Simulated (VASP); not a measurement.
# C (P6_3/mmc) in VASP: single point with r2SCAN

Aim: the single point of C with r2SCAN.

All numbers are computed with VASP 6.6.1; they aren't measurements. Logs are shortened: lines on timing, memory, paths and dates and some standing lists are left out, and cuts for length are marked.

### 1 The cell of the first run

Symmetry: P6_3/mmc, No. 194, hexagonal system. Conventional cell: a = 2.635 Å, b = 2.635 Å, c = 7.866 Å, α = 90.00°, β = 90.00°, γ = 120.00°. C (site symmetry 3m) has 4 C at 1.46 to 1.60 Å within 2.0 Å. C (site symmetry 3m) has 4 C at 1.49 to 1.60 Å within 2.0 Å.

### 2 Single point, r2SCAN (strain +0.050 along x and y, -0.050 along z)

File POSCAR:

```
C
1.0
    2.6353316695      0.0000000000      0.0000000000
   -1.3176658347      2.2822641731      0.0000000000
    0.0000000000      0.0000000000      7.8663083936
C
8
Direct
    0.0000000000      0.0000000000      0.0929334757
    0.0000000000      0.0000000000      0.5929334757
    0.0000000000      0.0000000000      0.4070665243
    0.0000000000      0.0000000000      0.9070665243
    0.3333333333      0.6666666667      0.1554962089
    0.6666666667      0.3333333333      0.6554962089
    0.3333333333      0.6666666667      0.3445037911
    0.6666666667      0.3333333333      0.8445037911
```

File INCAR.step1:

```
PREC     = Accurate       # precision mode
ENCUT    = 1430           # plane-wave cutoff, eV
ISMEAR   = 0              # smearing method
SIGMA    = 0.05           # smearing width, eV
LREAL    = False          # projectors in reciprocal space
LASPH    = True           # aspherical terms in the spheres
NELM     = 120            # most SCF steps
NBANDS   = 26             # bands
GGA      = PE             # functional
ALGO     = Normal         # electronic algorithm
EDIFF    = 1E-5           # SCF threshold, eV
LWAVE    = True           # write WAVECAR
LCHARG   = False          # write CHGCAR
GGA_COMPAT= False
```

File INCAR.step2:

```
PREC     = Accurate       # precision mode
ENCUT    = 1430           # plane-wave cutoff, eV
EDIFF    = 1E-6           # SCF threshold, eV
ISMEAR   = 0              # smearing method
SIGMA    = 0.05           # smearing width, eV
LREAL    = False          # projectors in reciprocal space
LASPH    = True           # aspherical terms in the spheres
NELM     = 120            # most SCF steps
ALGO     = Normal         # electronic algorithm
ISIF     = 2              # what is computed and relaxed
LWAVE    = False          # write WAVECAR
LCHARG   = False          # write CHGCAR
METAGGA  = R2SCAN         # meta-GGA
LMIXTAU  = True         
NBANDS   = 26             # bands
ISTART   = 1            
GGA_COMPAT= False
```

File KPOINTS:

```
Automatic mesh
0
Gamma
  12 12 4
```

Potentials or basis: VASP PAW PBE potentials, release 64 (C_h).

On the command line:

```sh
> cat potpaw_PBE.64/C_h/POTCAR > POTCAR
> cp INCAR.step1 INCAR
> mpirun -np 1 vasp_std > vasp.out
> cp INCAR.step2 INCAR
> mpirun -np 1 vasp_std > vasp.out
```

OUTCAR:

```text
PREC = Accurate
   ENCUT = 1430
   EDIFF = 1E-6
   ISMEAR = 0
   LREAL = False
   LASPH = True
   NELM = 120
   ISIF = 2
   METAGGA = R2SCAN
   ISTART = 1

 ion  position               nearest neighbor table
   1  0.000  0.000  0.093-   4 1.46
   2  0.000  0.000  0.593-   3 1.46
   3  0.000  0.000  0.407-   2 1.46
   4  0.000  0.000  0.907-   1 1.46
   5  0.333  0.667  0.155-   7 1.49
   6  0.667  0.333  0.655-   8 1.49
   7  0.333  0.667  0.345-   5 1.49
   8  0.667  0.333  0.845-   6 1.49

  LATTYP: Found a hexagonal cell.
 ALAT       =     2.6353316695
 C/A-ratio  =     2.9849405616

  Lattice vectors:

 A1 = (   2.6353316695,   0.0000000000,   0.0000000000)
 A2 = (  -1.3176658347,   2.2822641731,   0.0000000000)
 A3 = (   0.0000000000,   0.0000000000,   7.8663083936)

Analysis of symmetry for initial positions (statically):
=====================================================================
 Subroutine PRICEL returns:
 Original cell was already a primitive cell.

 Routine SETGRP: Setting up the symmetry group for a
 hexagonal supercell.

 Subroutine GETGRP returns: Found 24 space group operations
 (whereof 12 operations were pure point group operations)
 out of a pool of 24 trial point group operations.

The static configuration has the point symmetry D_3d.
 The point group associated with its full space group is D_6h.

Analysis of symmetry for dynamics (positions and initial velocities):
=====================================================================
 Subroutine PRICEL returns:
 Original cell was already a primitive cell.

 Routine SETGRP: Setting up the symmetry group for a
 hexagonal supercell.

 Subroutine GETGRP returns: Found 24 space group operations
 (whereof 12 operations were pure point group operations)
 out of a pool of 24 trial point group operations.

The dynamic configuration has the point symmetry D_3d.
 The point group associated with its full space group is D_6h.

 Subroutine INISYM returns: Found 24 space group operations
 (whereof 12 operations are pure point group operations),
 and found     1 'primitive' translations

----------------------------------------------------------------------------------------

                                     Primitive cell

  volume of cell :      47.3121

  direct lattice vectors                    reciprocal lattice vectors
     2.635331670  0.000000000  0.000000000     0.379458879  0.219080686  0.000000000
    -1.317665835  2.282264173  0.000000000     0.000000000  0.438161371  0.000000000
     0.000000000  0.000000000  7.866308394     0.000000000  0.000000000  0.127124434

  length of vectors
     2.635331670  2.635331669  7.866308394     0.438161371  0.438161371  0.127124434

  position of ions in fractional coordinates (direct lattice)
     0.000000000  0.000000000  0.092933476
     0.000000000  0.000000000  0.592933476
     0.000000000  0.000000000  0.407066524
     0.000000000  0.000000000  0.907066524
     0.333333333  0.666666667  0.155496209
     0.666666667  0.333333333  0.655496209
     0.333333333  0.666666667  0.344503791
     0.666666667  0.333333333  0.844503791

  ion indices of the primitive-cell ions
   primitive index   ion index
                 1           1
                 2           2
                 3           3
                 4           4
                 5           5
                 6           6
                 7           7
                 8           8

----------------------------------------------------------------------------------------

 KPOINTS: Automatic mesh

Automatic generation of k-mesh.
 Grid dimensions read from file:
 generate k-points for:   12   12    4

 Generating k-lattice:

  Cartesian coordinates                     Fractional coordinates (reciprocal lattice)
     0.031621573  0.018256724  0.000000000     0.083333333  0.000000000  0.000000000
     0.000000000  0.036513448  0.000000000     0.000000000  0.083333333  0.000000000
     0.000000000  0.000000000  0.031781108     0.000000000  0.000000000  0.250000000

  Length of vectors
     0.036513448  0.036513448  0.031781108

  Shift w.r.t. Gamma in fractional coordinates (k-lattice)
     0.000000000  0.000000000  0.000000000

 Subroutine IBZKPT returns following result:
 ===========================================

 Found     57 irreducible k-points:

 Following reciprocal coordinates:
            Coordinates               Weight
  0.000000  0.000000  0.000000      1.000000
  0.083333  0.000000  0.000000      6.000000
  0.166667 -0.000000  0.000000      6.000000
  0.250000  0.000000  0.000000      6.000000
  0.333333  0.000000  0.000000      6.000000
  0.416667  0.000000  0.000000      6.000000
[... 16 lines left out ...]
  0.250000  0.000000  0.250000     12.000000
  0.333333  0.000000  0.250000     12.000000
 [... further k-points ...]
   k-points           NKPTS =     57   k-points in BZ     NKDIM =     57   number of bands    NBANDS=     26
   number of dos      NEDOS =    301   number of ions     NIONS =      8
   total plane-waves  NPLWV = 127008
   dimension x,y,z NGX =    36 NGY =   36 NGZ =   98
   dimension x,y,z NGXF=    72 NGYF=   72 NGZF=  196
   ions per type =               8
   NGX,Y,Z   is equivalent  to a cutoff of  22.71, 22.71, 20.71 a.u.
   NGXF,Y,Z  is equivalent  to a cutoff of  45.42, 45.42, 41.42 a.u.
 SYSTEM =  unknown system
   PREC   = accura    normal or accurate (medium, high low for compatibility)
   ISTART =      1    job   : 0-new  1-cont  2-samecut
   ICHARG =      0    charge: 1-file 2-atom 10-const
   ISPIN  =      1    spin polarized calculation?
   LNONCOLLINEAR =      F non collinear calculations
   LSORBIT =      F    spin-orbit coupling
   LASPH  =      T    aspherical Exc in radial PAW
   ENCUT  = 1430.0 eV 105.10 Ry   10.25 a.u.   8.13  8.13 24.25*2*pi/ulx,y,z
   NELM   =    120;   NELMIN=  2; NELMDL=  0     # of ELM steps
   EDIFF  = 0.1E-05   stopping-criterion for ELM
   LREAL  =      F    real-space projection
   EDIFFG = 0.1E-04   stopping-criterion for IOM
   NSW    =      0    number of steps for IOM
   IBRION =     -1    ionic relax: 0-MD 1-quasi-New 2-CG
   NFREE  =      0    steps in history (QN), initial steepest desc. (CG)
   ISIF   =      2    stress and relaxation
   ISYM   =      2    0-nonsym 1-usesym 2-fastsym
   POTIM  = 0.5000    time-step for ionic-motion
   TEBEG  =    0.0;   TEEND  =   0.0 temperature during run
   PSTRESS=    0.0 pullay stress
   NELECT =      32.0000    total number of electrons
   NUPDOWN=      -1.0000    fix difference up-down
   EMIN   =  10.00;   EMAX   =-10.00  energy-range for DOS
   EFERMI =   0.00;   METHOD = LEGACY
   ISMEAR =     0;   SIGMA  =   0.05  broadening in eV -4-tet -1-fermi 0-gaus
   EFERMI_NEDOS =   21; number of points for ismear=-14 and -15
   IALGO  =     38    algorithm
   IMIX   =      4    mixing-type and parameters
     AMIX     =   0.40;   BMIX     =  1.00
     AMIX_MAG =   1.60;   BMIX_MAG =  1.00
  volume/ion in A,a.u.               =       5.91        39.91
  Fermi-wavevector in a.u.,A,eV,Ry     =   1.437035  2.715603 28.096989  2.065070
  Thomas-Fermi vector in A             =   2.556158
   LORBIT       =      0    0 simple, 1 ext, 2 COOP (PROOUT), +10 PAW based schemes
   METAGGA = R2SCAN    functional components
   LHFCALC =     F    Hartree Fock is set to
   AEXX    =    0.0000 exact exchange contribution
   IVDW    =     0    specifies the selected vdW correction
   LEPSILON=     F    determine dielectric tensor
   LRPA    =     F    only Hartree local field effects (RPA)
 non-spin polarized calculation
 Gauss-broadening in eV      SIGMA  =   0.05
  energy-cutoff  :     1430.00
  volume of cell :       47.31
 maximum number of plane-waves:      5832
 NGX is ok and might be reduce to    36
   NGX = 17   NGY = 17   NGZ = 49

 number of electron      32.0000000 magnetization

 Free energy of the ion-electron system (eV)
  ---------------------------------------------------
  ext. energy  EPLUGINS =         0.00000000
  ---------------------------------------------------
  free energy    TOTEN  =       -77.50486452 eV

  energy without entropy =      -77.50486452  energy(sigma->0) =      -77.50486452

 E-fermi :  10.7965     XC(G=0): -14.0286

 val. band max:       10.5545251313   @ k =   0.0000   0.0000   0.0000
 cond. band min:      13.8111903648   @ k =   0.5000   0.0000   0.0000
 fundamental gap:      3.2566652335
 Fermi energy:        10.7964880509

 k-point     1 :       0.0000    0.0000    0.0000
  band No.  band energies     occupation
      1     -11.8952      2.00000
      2      -9.9571      2.00000
      3      -9.8752      2.00000
      4      -4.7501      2.00000
      5      -3.4860      2.00000
      6       4.3300      2.00000
[... 18 lines left out ...]
     25      18.3880      0.00000
     26      18.3880      0.00000

 k-point     2 :       0.0833    0.0000    0.0000
  band No.  band energies     occupation
      1     -11.7338      2.00000
      2      -9.7985      2.00000
      3      -9.7177      2.00000
      4      -4.6050      2.00000
      5      -3.3588      2.00000
      6       4.3028      2.00000
[... 18 lines left out ...]
     25      18.6420      0.00000
     26      18.6905      0.00000

 k-point     3 :       0.1667   -0.0000    0.0000
  band No.  band energies     occupation
      1     -11.2519      2.00000
      2      -9.3261      2.00000
      3      -9.2487      2.00000
      4      -4.1729      2.00000
      5      -3.0029      2.00000
      6       3.5454      2.00000
[... 572 lines left out ...]
 k-point    23 :       0.2500    0.0000    0.2500
  band No.  band energies     occupation
      1     -10.3358      2.00000
      2      -9.3611      2.00000
      3      -7.4450      2.00000
      4      -4.7086      2.00000
      5      -1.2378      2.00000
      6       1.3465      2.00000
[... 18 lines left out ...]
     25      21.2064      0.00000
     26      21.9692      0.00000

 k-point    24 :       0.3333    0.0000    0.2500
  band No.  band energies     occupation
      1      -9.2544      2.00000
      2      -8.3012      2.00000
      3      -6.4473      2.00000
      4      -3.8839      2.00000
      5      -1.6202      2.00000
      6      -0.4500      2.00000
[... 18 lines left out ...]
     25      21.8904      0.00000
     26      23.5595      0.00000

 [... further k-points ...]

------------------------ aborting loop because EDIFF is reached ----------------------------------------

  FORCE on cell =-STRESS in cart. coord.  units (eV):
  Direction    XX          YY          ZZ          XY          YZ          ZX
  --------------------------------------------------------------------------------------
  -------------------------------------------------------------------------------------
  Total      -15.9515208    -15.9515208     19.8405274     -0.0000000     -0.0000000      0.0000000
  in kB     -540.1825035   -540.1825035    671.8798736     -0.0000000     -0.0000000      0.0000000
  external PRESSURE =    -136.1617112 kB  Pullay stress =       0.0000000 kB

 VOLUME and BASIS-vectors are now :
 -----------------------------------------------------------------------------
  energy-cutoff  :     1430.00
  volume of cell :       47.31
      direct lattice vectors                 reciprocal lattice vectors
     2.635331670  0.000000000  0.000000000     0.379458879  0.219080686  0.000000000
    -1.317665835  2.282264173  0.000000000     0.000000000  0.438161371  0.000000000
     0.000000000  0.000000000  7.866308394     0.000000000  0.000000000  0.127124434

 POSITION                                       TOTAL-FORCE (eV/Angst)
 -----------------------------------------------------------------------------------
      0.00000      0.00000      0.73104        -0.000000      0.000000      0.288015
      0.00000      0.00000      4.66420         0.000000      0.000000      0.288015
      0.00000      0.00000      3.20211        -0.000000     -0.000000     -0.288015
      0.00000      0.00000      7.13527        -0.000000     -0.000000     -0.288015
     -0.00000      1.52151      1.22318        -0.000000     -0.000000     -0.586045
      1.31767      0.76075      5.15634         0.000000      0.000000     -0.586045
     -0.00000      1.52151      2.70997         0.000000     -0.000000      0.586045
      1.31767      0.76075      6.64313         0.000000      0.000000      0.586045
 -----------------------------------------------------------------------------------
    total drift:                               -0.000000     -0.000000     -0.000000

  FREE ENERGIE OF THE ION-ELECTRON SYSTEM (eV)
  ---------------------------------------------------
  free  energy   TOTEN  =       -77.5048645209 eV

  energy  without entropy=      -77.5048645209  energy(sigma->0) =      -77.50486452
```

It took 8.2 min on 1 thread of Intel Xeon Platinum 8559C (Emerald Rapids), shared host; peak memory 0.49 GiB.

What came out:

```
Free energy            : -77.5049 eV
Pressure               : -13.6 GPa
Largest force          : 0.586 eV/Å
Band gap on the k mesh : 3.26 eV (least direct gap 4.24 eV)
```

Forces in eV/Å, atoms in the order of the input:
```
C    0.000  0.000  0.288
C    0.000  0.000  0.288
C    0.000  0.000 -0.288
C    0.000  0.000 -0.288
C    0.000  0.000 -0.586
C    0.000  0.000 -0.586
C    0.000  0.000  0.586
C    0.000  0.000  0.586
```

Caveat: the cell differs from its parent crystal (strain +0.050 along x and y, -0.050 along z); the stress differs along the axes, from -54 to 67 GPa; the PAW data sets were made with another functional, which shifts forces and pressure a little.
